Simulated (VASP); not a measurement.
Input of a VASP 6.6.1 run:

File POSCAR:

```
MnSb
1.0
    0.0000000000      2.7950160000      2.7950160000
    2.7950160000      0.0000000000      2.7950160000
    2.7950160000      2.7950160000      0.0000000000
Mn Sb
1 1
Direct
    0.0000000000      0.0000000000      0.0000000000
    0.5000000000      0.5000000000      0.5000000000
```

The input INCAR.step1:

```
ALGO = Normal ; EDIFF = 1E-7
ENCUT = 520 ; GGA = PE
ISIF = 2 ; ISMEAR = -1
ISPIN = 2 ; LASPH = T
LCHARG = T ; LMAXMIX = 4
LREAL = F ; LWAVE = F
MAGMOM = 4 0 ; NBANDS = 20
NELM = 150 ; PREC = Accurate
SIGMA = 0.08
```

File KPOINTS.step1:

```
k-points
0
Gamma
  12 12 12
```

Contents of INCAR.step2:

```
ALGO = Normal ; EDIFF = 1E-7
ENCUT = 520 ; GGA = PE
ICHARG = 11 ; ISIF = 2
ISMEAR = -5 ; ISPIN = 2
LASPH = T ; LCHARG = F
LMAXMIX = 4 ; LORBIT = 10
LREAL = F ; LWAVE = F
MAGMOM = 4 0 ; NEDOS = 1001
NELM = 150 ; PREC = Accurate
SIGMA = 0.08
```

File KPOINTS.step2:

```
k-points
0
Gamma
  18 18 18
```

Potentials or basis: VASP PAW PBE potentials, release 64 (Mn_pv, Sb).

The run is started by

```console
$ cat potpaw_PBE.64/Mn_pv/POTCAR potpaw_PBE.64/Sb/POTCAR > POTCAR
$ cp INCAR.step1 INCAR
$ cp KPOINTS.step1 KPOINTS
$ mpirun -np 1 vasp_std > vasp.out
$ cp INCAR.step2 INCAR
$ cp KPOINTS.step2 KPOINTS
$ mpirun -np 1 vasp_std > vasp.out
```

Predict the site moments.

Mn +3.76; Sb -0.10 μB.

What does it give for the net moment?

3.84 μB per cell.

Caveat: a cell with one magnetic atom can't hold antiferromagnetic order, which such compounds often take.
